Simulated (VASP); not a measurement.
# ZnO (P6_3mc) in VASP: further runs

The runs below take ZnO through single point, with PBE.

Program: VASP 6.6.1. These are calculated values, not measurements. Logs are shortened: lines on timing, memory, paths and dates and some standing lists are left out, and cuts for length are marked.

**Measured values to compare with.**

From “Electronic structure of alkaline earth and post-transition metal oxides”, 2009, arxiv:0908.1581, for a bulk crystal of ZnO: band gap 3.37 eV.

How close the calculation comes is told below.

## 1. The cell of the first run

Symmetry: P6_3mc, No. 186, hexagonal system. Conventional cell: a = 3.279 Å, b = 3.279 Å, c = 5.293 Å, α = 90.00°, β = 90.00°, γ = 120.00°. Within 2.6 Å of Zn (site symmetry 3m) lie 4 O at 2.00 to 2.01 Å. O (site symmetry 3m) has 4 Zn at 2.00 to 2.01 Å within 2.6 Å.

## 2. Single point, PBE

The input, INCAR:

```
PREC = Accurate
ENCUT = 520
EDIFF = 1E-7
ISMEAR = 0
SIGMA = 0.02
LREAL = False
LASPH = True
NELM = 100
ALGO = Normal
ISIF = 2
LWAVE = False
LCHARG = False
GGA = PE
NBANDS = 26
```

The input, KPOINTS:

```
regular mesh
0
Gamma
  12 12 6
```

The input, POSCAR:

```
ZnO
1.0
    3.2794753232      0.0000000000      0.0000000000
   -1.6397376616      2.8401089410      0.0000000000
    0.0000000000      0.0000000000      5.2931304610
Zn O
2 2
Direct
    0.3333333333      0.6666666667      0.0015026879
    0.6666666667      0.3333333333      0.5015026879
    0.3333333333      0.6666666667      0.3805973121
    0.6666666667      0.3333333333      0.8805973121
```

Potentials or basis: VASP PAW PBE potentials, release 64 (Zn, O).

The run is started by

```
$ cat potpaw_PBE.64/Zn/POTCAR potpaw_PBE.64/O/POTCAR > POTCAR
$ mpirun -np 1 vasp_std > vasp.out
```

OUTCAR:

```text
PREC = Accurate
   ENCUT = 520
   EDIFF = 1E-7
   ISMEAR = 0
   LREAL = False
   LASPH = True
   NELM = 100
   ISIF = 2
   GGA = PE

 ion  position               nearest neighbor table
   1  0.333  0.667  0.002-   4 2.00   4 2.00   4 2.00   3 2.01
   2  0.667  0.333  0.502-   3 2.00   3 2.00   3 2.00   4 2.01
   3  0.333  0.667  0.381-   2 2.00   2 2.00   2 2.00   1 2.01
   4  0.667  0.333  0.881-   1 2.00   1 2.00   1 2.00   2 2.01

  LATTYP: Found a hexagonal cell.
 ALAT       =     3.2794753232
 C/A-ratio  =     1.6140174691

  Lattice vectors:

 A1 = (   3.2794753232,   0.0000000000,   0.0000000000)
 A2 = (  -1.6397376616,   2.8401089410,   0.0000000000)
 A3 = (   0.0000000000,   0.0000000000,   5.2931304610)

Analysis of symmetry for initial positions (statically):
=====================================================================
 Subroutine PRICEL returns:
 Original cell was already a primitive cell.

 Routine SETGRP: Setting up the symmetry group for a
 hexagonal supercell.

 Subroutine GETGRP returns: Found 12 space group operations
 (whereof  6 operations were pure point group operations)
 out of a pool of 24 trial point group operations.

The static configuration has the point symmetry C_3v.
 The point group associated with its full space group is C_6v.

Analysis of symmetry for dynamics (positions and initial velocities):
=====================================================================
 Subroutine PRICEL returns:
 Original cell was already a primitive cell.

 Routine SETGRP: Setting up the symmetry group for a
 hexagonal supercell.

 Subroutine GETGRP returns: Found 12 space group operations
 (whereof  6 operations were pure point group operations)
 out of a pool of 24 trial point group operations.

The dynamic configuration has the point symmetry C_3v.
 The point group associated with its full space group is C_6v.

 Subroutine INISYM returns: Found 12 space group operations
 (whereof  6 operations are pure point group operations),
 and found     1 'primitive' translations

----------------------------------------------------------------------------------------

                                     Primitive cell

  volume of cell :      49.3006

  direct lattice vectors                    reciprocal lattice vectors
[... 89 lines left out ...]
   ENCUT  =  520.0 eV  38.22 Ry    6.18 a.u.   6.10  6.10  9.84*2*pi/ulx,y,z
   NELM   =    100;   NELMIN=  2; NELMDL= -5     # of ELM steps
   EDIFF  = 0.1E-06   stopping-criterion for ELM
   LREAL  =      F    real-space projection
   EDIFFG = 0.1E-05   stopping-criterion for IOM
   NSW    =      0    number of steps for IOM
   IBRION =     -1    ionic relax: 0-MD 1-quasi-New 2-CG
   NFREE  =      0    steps in history (QN), initial steepest desc. (CG)
   ISIF   =      2    stress and relaxation
   ISYM   =      2    0-nonsym 1-usesym 2-fastsym
   POTIM  = 0.5000    time-step for ionic-motion
   TEBEG  =    0.0;   TEEND  =   0.0 temperature during run
   PSTRESS=    0.0 pullay stress
   NELECT =      36.0000    total number of electrons
   NUPDOWN=      -1.0000    fix difference up-down
   EMIN   =  10.00;   EMAX   =-10.00  energy-range for DOS
   EFERMI =   0.00;   METHOD = LEGACY
   ISMEAR =     0;   SIGMA  =   0.02  broadening in eV -4-tet -1-fermi 0-gaus
   EFERMI_NEDOS =   21; number of points for ismear=-14 and -15
   IALGO  =     38    algorithm
   IMIX   =      4    mixing-type and parameters
     AMIX     =   0.40;   BMIX     =  1.00
     AMIX_MAG =   1.60;   BMIX_MAG =  1.00
  volume/ion in A,a.u.               =      12.33        83.17
  Fermi-wavevector in a.u.,A,eV,Ry     =   1.474207  2.785846 29.569338  2.173285
  Thomas-Fermi vector in A             =   2.589006
   LORBIT       =      0    0 simple, 1 ext, 2 COOP (PROOUT), +10 PAW based schemes
   GGA     = PE    functional components
   LHFCALC =     F    Hartree Fock is set to
   AEXX    =    0.0000 exact exchange contribution
   IVDW    =     0    specifies the selected vdW correction
   LEPSILON=     F    determine dielectric tensor
   LRPA    =     F    only Hartree local field effects (RPA)
 non-spin polarized calculation
 Gauss-broadening in eV      SIGMA  =   0.02
  energy-cutoff  :      520.00
  volume of cell :       49.30
 maximum number of plane-waves:      1350
   NGX = 13   NGY = 13   NGZ = 19

 number of electron      36.0000038 magnetization

 Free energy of the ion-electron system (eV)
  ---------------------------------------------------
  ext. energy  EPLUGINS =         0.00000000
  ---------------------------------------------------
  free energy    TOTEN  =       -17.86096011 eV

  energy without entropy =      -17.86096011  energy(sigma->0) =      -17.86096011

 E-fermi :   1.0090     XC(G=0): -10.7258

 val. band max:        0.8953739974   @ k =   0.0000   0.0000   0.0000
 cond. band min:       1.6233526209   @ k =   0.0000   0.0000   0.0000
 fundamental gap:      0.7279786235
 Fermi energy:         1.0089700243

 k-point     1 :       0.0000    0.0000    0.0000
  band No.  band energies     occupation
      1     -16.9231      2.00000
      2     -16.2557      2.00000
      3      -4.6419      2.00000
      4      -4.6419      2.00000
      5      -4.6022      2.00000
      6      -4.4875      2.00000
[... 685 lines left out ...]
     25      14.1267      0.00000
     26      14.6826      0.00000

 [... further k-points ...]

------------------------ aborting loop because EDIFF is reached ----------------------------------------

  FORCE on cell =-STRESS in cart. coord.  units (eV):
  Direction    XX          YY          ZZ          XY          YZ          ZX
  --------------------------------------------------------------------------------------
  -------------------------------------------------------------------------------------
  Total        0.2803176      0.2803176      0.2826660      0.0000000     -0.0000000     -0.0000000
  in kB        9.1098015      9.1098015      9.1861204      0.0000000     -0.0000000     -0.0000000
  external PRESSURE =       9.1352411 kB  Pullay stress =       0.0000000 kB

 VOLUME and BASIS-vectors are now :
 -----------------------------------------------------------------------------
  energy-cutoff  :      520.00
  volume of cell :       49.30
      direct lattice vectors                 reciprocal lattice vectors
     3.279475323  0.000000000  0.000000000     0.304926826  0.176049585  0.000000000
    -1.639737662  2.840108941  0.000000000     0.000000000  0.352099170  0.000000000
     0.000000000  0.000000000  5.293130461     0.000000000  0.000000000  0.188924117

 POSITION                                       TOTAL-FORCE (eV/Angst)
 -----------------------------------------------------------------------------------
     -0.00000      1.89341      0.00795        -0.000000     -0.000000      0.000712
      1.63974      0.94670      2.65452         0.000000     -0.000000      0.000712
     -0.00000      1.89341      2.01455        -0.000000      0.000000     -0.000712
      1.63974      0.94670      4.66112         0.000000      0.000000     -0.000712
 -----------------------------------------------------------------------------------
    total drift:                               -0.000001     -0.000001     -0.001448

  FREE ENERGIE OF THE ION-ELECTRON SYSTEM (eV)
  ---------------------------------------------------
  free  energy   TOTEN  =       -17.8609601087 eV

  energy  without entropy=      -17.8609601087  energy(sigma->0) =      -17.86096011
```

OSZICAR:

```text
N       E                     dE             d eps       ncg     rms          rms(c)
DAV:   1     0.289814721506E+03    0.28981E+03   -0.18096E+04  4048   0.199E+03
DAV:   2     0.100752578453E+02   -0.27974E+03   -0.26246E+03  4214   0.406E+02
DAV:   3    -0.205075642141E+02   -0.30583E+02   -0.30197E+02  4326   0.137E+02
DAV:   4    -0.211021718326E+02   -0.59461E+00   -0.59328E+00  4466   0.195E+01
DAV:   5    -0.211051133589E+02   -0.29415E-02   -0.29413E-02  4280   0.142E+00    0.141E+01
DAV:   6    -0.176977846802E+02    0.34073E+01   -0.67600E+00  6244   0.626E+01    0.848E+00
DAV:   7    -0.178998796299E+02   -0.20209E+00   -0.29372E+00  4074   0.172E+01    0.511E+00
DAV:   8    -0.179087919794E+02   -0.89123E-02   -0.51848E-01  5618   0.733E+00    0.163E+00
DAV:   9    -0.178583600001E+02    0.50432E-01   -0.10349E-01  5726   0.631E+00    0.301E-01
DAV:  10    -0.178608221151E+02   -0.24621E-02   -0.35387E-02  4014   0.133E+00    0.123E-01
DAV:  11    -0.178609384911E+02   -0.11638E-03   -0.68007E-04  4310   0.474E-01    0.453E-02
DAV:  12    -0.178609525926E+02   -0.14101E-04   -0.19500E-04  5166   0.407E-01    0.160E-02
DAV:  13    -0.178609647727E+02   -0.12180E-04   -0.37881E-05  4408   0.979E-02    0.186E-02
DAV:  14    -0.178609604521E+02    0.43207E-05   -0.16514E-05  4390   0.351E-02    0.188E-03
DAV:  15    -0.178609602665E+02    0.18558E-06   -0.10820E-06  4052   0.869E-03    0.748E-04
DAV:  16    -0.178609601440E+02    0.12244E-06   -0.79008E-09  2466   0.941E-04    0.472E-04
DAV:  17    -0.178609601087E+02    0.35357E-07   -0.12169E-08  2000   0.224E-03
   1 F= -.17860960E+02 E0= -.17860960E+02  d E =-.254847E-18
```

stdout:

```text
POSCAR found type information on POSCAR ZnO
 POSCAR found :  2 types and       4 ions
 scaLAPACK will be used
 LDA part: xc-table for (Slater+PW92), standard interpolation
 POSCAR, INCAR and KPOINTS ok, starting setup
 FFT: planning ... GRIDC
 FFT: planning ... GRID_SOFT
 FFT: planning ... GRID
 WAVECAR not read
 entering main loop
```

It took 74 s on 1 thread of AMD EPYC 7R13 (Zen 3), shared host; peak memory 0.18 GiB.

Results:

```
Free energy            : -17.8610 eV
Pressure               : 0.9 GPa
Band gap on the k mesh : 0.73 eV, direct
```

## 3. Single point, PBE

The input, INCAR:

```
SYSTEM = ZnO
PREC     = Accurate       ! precision mode
ENCUT    = 520            ! plane-wave cutoff, eV
EDIFF    = 1E-6           ! SCF threshold, eV
ISMEAR   = 0              ! smearing method
SIGMA    = 0.01           ! smearing width, eV
LREAL    = .FALSE.        ! projectors in reciprocal space
LASPH    = .TRUE.         ! aspherical terms in the spheres
NELM     = 80             ! most SCF steps
ALGO     = Normal         ! electronic algorithm
ISIF     = 2              ! what is computed and relaxed
LWAVE    = .FALSE.        ! write WAVECAR
LCHARG   = .TRUE.         ! write CHGCAR
GGA      = PE             ! functional
LELF     = .TRUE.         ! ELF
LVHAR    = .TRUE.       
NBANDS   = 26             ! bands
```

The input, KPOINTS:

```
Automatic mesh
0
G
  12 12 6
  0 0 0
```

The input, POSCAR:

```
ZnO
1.0
    3.2794671159      0.0000000000      0.0000000000
   -1.6397335579      2.8401018333      0.0000000000
    0.0000000000      0.0000000000      5.2937265030
Zn O
2 2
Direct
    0.3333333333      0.6666666667      0.0015128026
    0.6666666667      0.3333333333      0.5015128026
    0.3333333333      0.6666666667      0.3805871974
    0.6666666667      0.3333333333      0.8805871974
```

Potentials or basis: VASP PAW PBE potentials, release 64 (Zn, O).

The run is started by

```
$ cat potpaw_PBE.64/Zn/POTCAR potpaw_PBE.64/O/POTCAR > POTCAR
$ mpirun -np 1 vasp_std > vasp.out
```

Wall time 2.6 min (1 thread of AMD EPYC 7R43 (Zen 3), shared host); peak memory 0.18 GiB.

Results (log left out):

```
Free energy            : -17.8610 eV
Pressure               : 0.9 GPa
Band gap on the k mesh : 0.73 eV, direct
```

Levels at points of the mesh, in eV from the valence-band top:
| k point | band 14 | band 15 | band 16 | band 17 | band 18 | band 19 | band 20 | band 21 | band 22 | band 23 |
| --- | --- | --- | --- | --- | --- | --- | --- | --- | --- | --- |
| (0.00, 0.00, 0.00) | -0.75 | -0.75 | -0.08 | 0.00 | 0.00 | 0.73 | 5.09 | 8.07 | 12.73 | 12.73 |
| (0.50, 0.00, 0.00) | -3.44 | -2.72 | -2.14 | -1.23 | -0.79 | 5.62 | 6.82 | 7.52 | 8.27 | 10.40 |
| (0.00, 0.00, 0.50) | -2.23 | -0.37 | -0.37 | -0.37 | -0.37 | 3.36 | 3.36 | 9.91 | 9.91 | 13.01 |
| (0.50, 0.00, 0.50) | -3.69 | -1.43 | -1.43 | -1.32 | -1.32 | 5.64 | 5.64 | 8.23 | 8.23 | 11.15 |

## 4. Comparison with measurements

Step 2. Measured gap of ZnO: 3.37 eV (quoted in “Electronic structure of alkaline earth and post-transition metal oxides”, 2009, arxiv:0908.1581). This calculation gives 0.73 eV (-2.64 eV). So large a miss can be the level of theory's own, or it may mean another phase, state or a wrong row. The value is that of PBE, without temperature or zero-point motion. Semilocal functionals fall short of measured gaps as a rule.

Step 3. A measured gap of ZnO is 3.37 eV (quoted in “Electronic structure of alkaline earth and post-transition metal oxides”, 2009, arxiv:0908.1581); the calculated 0.73 eV misses it by -2.64 eV. So large a miss can be the level of theory's own, or it may mean another phase, state or a wrong row. The value is that of PBE, without temperature or zero-point motion. Semilocal functionals fall short of measured gaps as a rule.
